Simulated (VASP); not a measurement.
The system is Mo.

```xyz
1
Lattice="-1.5838 1.5838 1.5838 1.5838 -1.5838 1.5838 1.5838 1.5838 -1.5838" Properties=species:S:1:pos:R:3 pbc="T T T"
Mo    0.0000    0.0000    0.0000
```

| Property | Result |
| --- | --- |
| Program | VASP 6.6.1 |
| Task | relaxation of cell and atoms |
| Functional | LDA |
| Potentials or basis | VASP PAW LDA potentials, release 64 (Mo_sv) |
| Cutoff | 600 eV |
| k mesh | 12 × 12 × 12 |
| Occupations | fermi-dirac, width 0.05 eV |
| Spin | no spin polarisation |

At the start: pressure -13.2 GPa; volume 15.89 Å³/atom.

Task: How do energy, volume and symmetry change on relaxing?

Result: Over 4 steps the energy falls by 33.2 meV/atom and the volume is 15.13 Å³/atom (-4.8 %); space group Im-3m (No. 229, to 0.05 Å).

The path:
| step | energy change (eV) | largest force (eV/Å) | pressure (GPa) | volume (Å³) |
| --- | --- | --- | --- | --- |
| 1 | 0.0000 | 0.0000 | -13.21 | 15.89 |
| 2 | 0.2975 | 0.0000 | 58.09 | 13.06 |
| 3 | -0.0331 | 0.0000 | -0.96 | 15.17 |
| 4 | -0.0332 | 0.0000 | -0.17 | 15.13 |

Final structure:
```cif
data_structure
_symmetry_space_group_name_H-M 'P 1'
_symmetry_Int_Tables_number 1
_cell_length_a 2.6986
_cell_length_b 2.6986
_cell_length_c 2.6986
_cell_angle_alpha 109.471
_cell_angle_beta 109.471
_cell_angle_gamma 109.471
_cell_volume 15.13
loop_
_atom_site_label
_atom_site_type_symbol
_atom_site_fract_x
_atom_site_fract_y
_atom_site_fract_z
_atom_site_occupancy
Mo1 Mo 0.00000 0.00000 0.00000 1
```
